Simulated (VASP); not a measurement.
# SiW (CsCl type): single point with LDA

The system is SiW (CsCl type).

```
CELL_PARAMETERS angstrom
2.85418 0.00000 0.00000
0.00000 2.85418 0.00000
0.00000 0.00000 2.85418
ATOMIC_POSITIONS crystal
W 0.00000 0.00000 0.00000
Si 0.50000 0.50000 0.50000
```

```
Program                 : VASP 6.6.1
Task                    : single point
Functional              : LDA
Potentials or basis     : VASP PAW LDA potentials, release 64 (W_sv, Si)
Cutoff                  : 520 eV
k mesh                  : 13 × 13 × 13
Occupations             : fermi-dirac, width 0.05 eV
Spin                    : no spin polarisation
Dipole correction       : no
k mesh for the DOS      : 20 × 20 × 20
Occupations for the DOS : tetrahedron
Further INCAR settings  : ALGO = Normal; EDIFF = 1e-06
```

The valence electrons inside the program's atomic spheres are W 12.68; Si 1.82.

Levels at points of the mesh, in eV from the Fermi level:
| k point | band 7 | band 8 | band 9 | band 10 | band 11 | band 12 |
| --- | --- | --- | --- | --- | --- | --- |
| (0.00, 0.00, 0.00) | -4.92 | 2.29 | 2.29 | 2.29 | 3.16 | 3.16 |
| (0.50, 0.00, 0.00) | -3.31 | -2.22 | -2.22 | 3.09 | 4.88 | 5.36 |
| (0.50, 0.50, 0.00) | -3.77 | -3.77 | -0.73 | -0.73 | 5.45 | 6.13 |
| (0.50, 0.50, 0.50) | -7.47 | -3.05 | 4.05 | 4.05 | 4.05 | 5.71 |

It took 92 s on 1 thread of AMD EPYC 7R13 (shared host), peak memory 0.18 GiB.

Caveat: spin-orbit coupling is left out, which moves the levels of the heavy elements.
